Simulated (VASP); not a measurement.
## NiSb: single point with PBE

Crystal: NiSb.

```
Ni Sb
1.0
     3.97105    0.00000    0.00000
    -1.98553    3.43903    0.00000
     0.00000    0.00000    5.16801
Ni Sb
2 2
Direct
  0.00000 0.00000 0.00000
  0.00000 0.00000 0.50000
  0.33333 0.66667 0.25000
  0.66667 0.33333 0.75000
```

| Item | Value |
| --- | --- |
| Program | VASP 6.6.1 |
| Task | single point |
| Functional | PBE |
| Potentials or basis | VASP PAW PBE potentials, release 64 (Ni, Sb) |
| Cutoff | 600 eV |
| k mesh | 10 × 10 × 8 |
| Occupations | gaussian, width 0.05 eV |
| Spin | collinear spin, antiferromagnetic start |
| Starting moments | [0.8, -0.8, 0.0, 0.0] μB |

```json
{"Pressure": "0.0 GPa", "Band gap on the k mesh": "zero (filled and empty bands overlap)", "Net moment": "0.00 μB per cell", "Valence electrons inside the program's atomic spheres": "Ni 9.35; Sb 2.41"}
```

Stress tensor (GPa, compression positive):
```
-0.07  0.00  0.00
 0.00 -0.07  0.00
 0.00  0.00  0.05
```

Levels at points of the mesh, in eV from the Fermi level:
Spin up:
```tsv
k point	band 12	band 13	band 14	band 15	band 16	band 17	band 18	band 19
(0.00, 0.00, 0.00)	-1.26	-0.01	0.57	0.57	2.40	2.40	3.10	3.90
(0.50, 0.00, 0.00)	-1.77	-1.52	-1.32	-1.25	-0.39	1.12	3.42	3.85
(0.00, 0.00, 0.50)	-1.99	0.18	0.18	2.01	2.01	2.01	2.01	5.10
(0.50, 0.00, 0.50)	-1.83	-1.72	-1.72	0.21	0.21	1.61	1.61	5.11
```
Spin down:
```csv
k point,band 13,band 14,band 15,band 16,band 17,band 18
"(0.00, 0.00, 0.00)",-0.01,0.57,0.57,2.40,2.40,3.10
"(0.50, 0.00, 0.00)",-1.52,-1.32,-1.25,-0.39,1.12,3.42
"(0.00, 0.00, 0.50)",0.18,0.18,2.01,2.01,2.01,2.01
"(0.50, 0.00, 0.50)",-1.72,-1.72,0.21,0.21,1.61,1.61
```

It took 2.9 min on 1 thread of Intel(R) Xeon(R) Platinum 8488C (Sapphire Rapids), with other jobs on the host, peak memory 0.39 GiB.

Caveat: spin-orbit coupling is left out, which moves the levels of the heavy elements.
